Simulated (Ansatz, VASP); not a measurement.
**C in VASP and in Ansatz**

```
C
1.0
     0.00000    1.78012    1.76232
     1.78012    0.00000    1.76232
     1.78012    1.78012    0.00000
C
2
Direct
  0.00000 0.00000 0.00000
  0.25000 0.25000 0.25000
```

Change from the starting cell: uniaxial_z strain -1.0%.

Alike in both runs: task single point; functional r2SCAN; k mesh 12 × 12 × 12; no spin polarisation.

```csv
,VASP,Ansatz
version,VASP 6.6.1,Ansatz 0.2.0
potentials or method,"VASP PAW PBE potentials, release 64 (C_h)","plane waves, PAW"
plane-wave cutoff (eV),910,500
occupations,"gaussian, width 0.01 eV",fixed
valence electrons in the cell,8,8
```

|  | VASP | Ansatz | Ansatz less VASP |
| --- | --- | --- | --- |
| gap on the k mesh at the Fermi level (eV) | 4.14 | 4.14 | -0.002 |

VASP's potentials were made for PBE, not for r2SCAN.

Noted on VASP's run: the cutoff is short for stress, so the pressure is rough.
